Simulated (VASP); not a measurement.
# LaRe (Pm-3m) in VASP: notebook

Runs on LaRe. Level: r2SCAN. Tasks: single point.

Program: VASP 6.6.1. These are calculated values, not measurements. Logs are shortened: lines on timing, memory, paths and dates and some standing lists are left out, and cuts for length are marked.

## Step 1: The cell of the first run

It takes space group Pm-3m (No. 221, cubic). The conventional cell has a = 3.573 Å, b = 3.573 Å, c = 3.573 Å, α = 90.00°, β = 90.00°, γ = 90.00°. Within 4.1 Å of La (site symmetry m-3m) lie 8 Re at 3.09 Å and 6 La at 3.57 Å. Within 4.1 Å of Re (site symmetry m-3m) lie 8 La at 3.09 Å and 6 Re at 3.57 Å.

## Step 2: Single point, r2SCAN

Contents of POSCAR:

```
LaRe
1.0
    3.5733472286      0.0000000000      0.0000000000
    0.0000000000      3.5733472286      0.0000000000
    0.0000000000      0.0000000000      3.5733472286
La Re
1 1
Direct
    0.0000000000      0.0000000000      0.0000000000
    0.5000000000      0.5000000000      0.5000000000
```

Contents of INCAR.step1:

```
ALGO = Normal
EDIFF = 1E-4
ENCUT = 520
GGA = PE
ISMEAR = 0
LASPH = True
LCHARG = False
LREAL = False
LWAVE = True
NBANDS = 16
NELM = 60
PREC = Accurate
SIGMA = 0.05
```

Contents of INCAR.step2:

```
ALGO = Normal
EDIFF = 1E-6
ENCUT = 520
ISIF = 2
ISMEAR = 0
ISTART = 1
LASPH = True
LCHARG = False
LMIXTAU = True
LREAL = False
LWAVE = False
METAGGA = R2SCAN
NBANDS = 16
NELM = 60
PREC = Accurate
SIGMA = 0.05
```

Contents of KPOINTS:

```
k-points
0
Gamma
  10 10 10
```

Potentials or basis: VASP PAW PBE potentials, release 64 (La, Re).

Command:

```bash
$ cat potpaw_PBE.64/La/POTCAR potpaw_PBE.64/Re/POTCAR > POTCAR
$ cp INCAR.step1 INCAR
$ mpirun -np 1 vasp_std > vasp.out
$ cp INCAR.step2 INCAR
$ mpirun -np 1 vasp_std > vasp.out
```

OUTCAR:

```text
EDIFF = 1E-6
   ENCUT = 520
   ISIF = 2
   ISMEAR = 0
   ISTART = 1
   LASPH = True
   LREAL = False
   METAGGA = R2SCAN
   NELM = 60
   PREC = Accurate

 ion  position               nearest neighbor table
   1  0.000  0.000  0.000-   2 3.09   2 3.09   2 3.09   2 3.09   2 3.09   2 3.09   2 3.09   2 3.09

   2  0.500  0.500  0.500-   1 3.09   1 3.09   1 3.09   1 3.09   1 3.09   1 3.09   1 3.09   1 3.09

  LATTYP: Found a simple cubic cell.
 ALAT       =     3.5733472286

  Lattice vectors:

 A1 = (   3.5733472286,   0.0000000000,   0.0000000000)
 A2 = (   0.0000000000,   3.5733472286,   0.0000000000)
 A3 = (   0.0000000000,   0.0000000000,   3.5733472286)

Analysis of symmetry for initial positions (statically):
=====================================================================
 Subroutine PRICEL returns:
 Original cell was already a primitive cell.

 Routine SETGRP: Setting up the symmetry group for a
 simple cubic supercell.

 Subroutine GETGRP returns: Found 48 space group operations
 (whereof 48 operations were pure point group operations)
 out of a pool of 48 trial point group operations.

The static configuration has the point symmetry O_h .

Analysis of symmetry for dynamics (positions and initial velocities):
=====================================================================
 Subroutine PRICEL returns:
 Original cell was already a primitive cell.

 Routine SETGRP: Setting up the symmetry group for a
 simple cubic supercell.

 Subroutine GETGRP returns: Found 48 space group operations
 (whereof 48 operations were pure point group operations)
 out of a pool of 48 trial point group operations.

The dynamic configuration has the point symmetry O_h .

 Subroutine INISYM returns: Found 48 space group operations
 (whereof 48 operations are pure point group operations),
 and found     1 'primitive' translations

----------------------------------------------------------------------------------------

                                     Primitive cell

  volume of cell :      45.6274

  direct lattice vectors                    reciprocal lattice vectors
     3.573347229  0.000000000  0.000000000     0.279849658  0.000000000  0.000000000
     0.000000000  3.573347229  0.000000000     0.000000000  0.279849658  0.000000000
     0.000000000  0.000000000  3.573347229     0.000000000  0.000000000  0.279849658

  length of vectors
     3.573347229  3.573347229  3.573347229     0.279849658  0.279849658  0.279849658

  position of ions in fractional coordinates (direct lattice)
     0.000000000  0.000000000  0.000000000
     0.500000000  0.500000000  0.500000000

  ion indices of the primitive-cell ions
   primitive index   ion index
                 1           1
                 2           2

----------------------------------------------------------------------------------------

 KPOINTS: k-points

Automatic generation of k-mesh.
 Grid dimensions read from file:
 generate k-points for:   10   10   10

 Generating k-lattice:

  Cartesian coordinates                     Fractional coordinates (reciprocal lattice)
     0.027984966  0.000000000  0.000000000     0.100000000  0.000000000  0.000000000
     0.000000000  0.027984966  0.000000000     0.000000000  0.100000000  0.000000000
     0.000000000  0.000000000  0.027984966     0.000000000  0.000000000  0.100000000

  Length of vectors
     0.027984966  0.027984966  0.027984966

  Shift w.r.t. Gamma in fractional coordinates (k-lattice)
     0.000000000  0.000000000  0.000000000

 Subroutine IBZKPT returns following result:
 ===========================================

 Found     56 irreducible k-points:

 Following reciprocal coordinates:
            Coordinates               Weight
  0.000000  0.000000  0.000000      1.000000
  0.100000  0.000000  0.000000      6.000000
  0.200000  0.000000  0.000000      6.000000
  0.300000  0.000000  0.000000      6.000000
  0.400000  0.000000  0.000000      6.000000
  0.500000  0.000000  0.000000      3.000000
[... 16 lines left out ...]
  0.200000  0.100000  0.100000     24.000000
  0.300000  0.100000  0.100000     24.000000
 [... further k-points ...]
   k-points           NKPTS =     56   k-points in BZ     NKDIM =     56   number of bands    NBANDS=     16
   number of dos      NEDOS =    301   number of ions     NIONS =      2
   total plane-waves  NPLWV =  21952
   dimension x,y,z NGX =    28 NGY =   28 NGZ =   28
   dimension x,y,z NGXF=    56 NGYF=   56 NGZF=   56
   ions per type =               1   1
   NGX,Y,Z   is equivalent  to a cutoff of  13.03, 13.03, 13.03 a.u.
   NGXF,Y,Z  is equivalent  to a cutoff of  26.05, 26.05, 26.05 a.u.
 SYSTEM =  unknown system
   PREC   = accura    normal or accurate (medium, high low for compatibility)
   ISTART =      1    job   : 0-new  1-cont  2-samecut
   ICHARG =      0    charge: 1-file 2-atom 10-const
   ISPIN  =      1    spin polarized calculation?
   LNONCOLLINEAR =      F non collinear calculations
   LSORBIT =      F    spin-orbit coupling
   LASPH  =      T    aspherical Exc in radial PAW
   ENCUT  =  520.0 eV  38.22 Ry    6.18 a.u.   6.64  6.64  6.64*2*pi/ulx,y,z
   NELM   =     60;   NELMIN=  2; NELMDL=  0     # of ELM steps
   EDIFF  = 0.1E-05   stopping-criterion for ELM
   LREAL  =      F    real-space projection
   EDIFFG = 0.1E-04   stopping-criterion for IOM
   NSW    =      0    number of steps for IOM
   IBRION =     -1    ionic relax: 0-MD 1-quasi-New 2-CG
   NFREE  =      0    steps in history (QN), initial steepest desc. (CG)
   ISIF   =      2    stress and relaxation
   ISYM   =      2    0-nonsym 1-usesym 2-fastsym
   POTIM  = 0.5000    time-step for ionic-motion
   TEBEG  =    0.0;   TEEND  =   0.0 temperature during run
   PSTRESS=    0.0 pullay stress
   NELECT =      18.0000    total number of electrons
   NUPDOWN=      -1.0000    fix difference up-down
   EMIN   =  10.00;   EMAX   =-10.00  energy-range for DOS
   EFERMI =   0.00;   METHOD = LEGACY
   ISMEAR =     0;   SIGMA  =   0.05  broadening in eV -4-tet -1-fermi 0-gaus
   EFERMI_NEDOS =   21; number of points for ismear=-14 and -15
   IALGO  =     38    algorithm
   IMIX   =      4    mixing-type and parameters
     AMIX     =   0.40;   BMIX     =  1.00
     AMIX_MAG =   1.60;   BMIX_MAG =  1.00
  volume/ion in A,a.u.               =      22.81       153.95
  Fermi-wavevector in a.u.,A,eV,Ry     =   1.200670  2.268938 19.614285  1.441609
  Thomas-Fermi vector in A             =   2.336500
   LORBIT       =      0    0 simple, 1 ext, 2 COOP (PROOUT), +10 PAW based schemes
   METAGGA = R2SCAN    functional components
   LHFCALC =     F    Hartree Fock is set to
   AEXX    =    0.0000 exact exchange contribution
   IVDW    =     0    specifies the selected vdW correction
   LEPSILON=     F    determine dielectric tensor
   LRPA    =     F    only Hartree local field effects (RPA)
 non-spin polarized calculation
 Gauss-broadening in eV      SIGMA  =   0.05
  energy-cutoff  :      520.00
  volume of cell :       45.63
 maximum number of plane-waves:      1248
 NGX is ok and might be reduce to    28
   NGX = 13   NGY = 13   NGZ = 13

 number of electron      18.0000000 magnetization

 Free energy of the ion-electron system (eV)
  ---------------------------------------------------
  ext. energy  EPLUGINS =         0.00000000
  ---------------------------------------------------
  free energy    TOTEN  =       -80.49213521 eV

  energy without entropy =      -80.48733889  energy(sigma->0) =      -80.48973705

 E-fermi :   8.2659     XC(G=0): -12.3576

 val. band max:        8.2638989158   @ k =   0.5000   0.3000   0.2000
 cond. band min:       8.2673022050   @ k =   0.3000   0.2000   0.0000
 fundamental gap:      0.0034032892
 Fermi energy:         8.2659303471

 k-point     1 :       0.0000    0.0000    0.0000
  band No.  band energies     occupation
      1     -24.1530      2.00000
      2      -7.0167      2.00000
      3      -7.0167      2.00000
      4      -7.0167      2.00000
      5       3.1165      2.00000
      6       5.0683      2.00000
[... 8 lines left out ...]
     15      12.2719      0.00000
     16      12.2719      0.00000

 k-point     2 :       0.1000    0.0000    0.0000
  band No.  band energies     occupation
      1     -24.1390      2.00000
      2      -7.1782      2.00000
      3      -7.0111      2.00000
      4      -7.0111      2.00000
      5       3.3701      2.00000
      6       5.1504      2.00000
[... 8 lines left out ...]
     15      12.2711      0.00000
     16      12.2711      0.00000

 k-point     3 :       0.2000    0.0000    0.0000
  band No.  band energies     occupation
      1     -24.1020      2.00000
      2      -7.5729      2.00000
      3      -6.9965      2.00000
      4      -6.9965      2.00000
      5       4.0505      2.00000
      6       5.3876      2.00000
[... 8 lines left out ...]
     15      12.4136      0.00000
     16      12.4136      0.00000

 k-point     4 :       0.3000    0.0000    0.0000
  band No.  band energies     occupation
      1     -24.0557      2.00000
      2      -8.0160      2.00000
      3      -6.9785      2.00000
      4      -6.9785      2.00000
      5       5.0020      2.00000
      6       5.7440      2.00000
[... 8 lines left out ...]
     15      12.5734      0.00000
     16      12.5735      0.00000
[... 324 lines left out ...]
 k-point    22 :       0.1000    0.1000    0.1000
  band No.  band energies     occupation
      1     -24.1119      2.00000
      2      -7.2169      2.00000
      3      -7.1283      2.00000
      4      -7.1283      2.00000
      5       3.8249      2.00000
      6       5.4976      2.00000
[... 8 lines left out ...]
     15      12.3366      0.00000
     16      12.3366      0.00000

 k-point    23 :       0.2000    0.1000    0.1000
  band No.  band energies     occupation
      1     -24.0766      2.00000
      2      -7.5456      2.00000
      3      -7.1383      2.00000
      4      -7.1126      2.00000
      5       4.4031      2.00000
      6       5.6861      2.00000
[... 8 lines left out ...]
     15      12.3983      0.00000
     16      12.4393      0.00000

 k-point    24 :       0.3000    0.1000    0.1000
  band No.  band energies     occupation
      1     -24.0322      2.00000
      2      -7.9659      2.00000
      3      -7.0968      2.00000
      4      -7.0932      2.00000
      5       5.1611      2.00000
      6       5.9557      2.00000
[... 8 lines left out ...]
     15      12.5547      0.00000
     16      12.5557      0.00000

 [... further k-points ...]

------------------------ aborting loop because EDIFF is reached ----------------------------------------

  FORCE on cell =-STRESS in cart. coord.  units (eV):
  Direction    XX          YY          ZZ          XY          YZ          ZX
  --------------------------------------------------------------------------------------
  -------------------------------------------------------------------------------------
  Total       -0.0548112     -0.0548112     -0.0548112      0.0000000      0.0000000     -0.0000000
  in kB       -1.9246612     -1.9246612     -1.9246612      0.0000000      0.0000000     -0.0000000
  external PRESSURE =      -1.9246612 kB  Pullay stress =       0.0000000 kB

 VOLUME and BASIS-vectors are now :
 -----------------------------------------------------------------------------
  energy-cutoff  :      520.00
  volume of cell :       45.63
      direct lattice vectors                 reciprocal lattice vectors
     3.573347229  0.000000000  0.000000000     0.279849658  0.000000000  0.000000000
     0.000000000  3.573347229  0.000000000     0.000000000  0.279849658  0.000000000
     0.000000000  0.000000000  3.573347229     0.000000000  0.000000000  0.279849658

 POSITION                                       TOTAL-FORCE (eV/Angst)
 -----------------------------------------------------------------------------------
      0.00000      0.00000      0.00000         0.000000      0.000000      0.000000
      1.78667      1.78667      1.78667         0.000000      0.000000      0.000000
 -----------------------------------------------------------------------------------
    total drift:                                0.000000      0.000000      0.000000

  FREE ENERGIE OF THE ION-ELECTRON SYSTEM (eV)
  ---------------------------------------------------
  free  energy   TOTEN  =       -80.4921352089 eV

  energy  without entropy=      -80.4873388864  energy(sigma->0) =      -80.48973705
```

Wall time 4.9 min (1 thread of AMD EPYC 7R43 (Zen 3), shared host); peak memory 0.18 GiB.

What came out:

* Free energy: -80.4921 eV
* Pressure: -0.2 GPa
* Band gap on the k mesh: zero (bands 9 and 10 overlap by 2.30 eV)

Caveat: the PAW data sets were made with another functional, which shifts forces and pressure a little; spin-orbit coupling is left out, which moves the levels of the heavy elements.

(Part 1 of 2 ends here.)
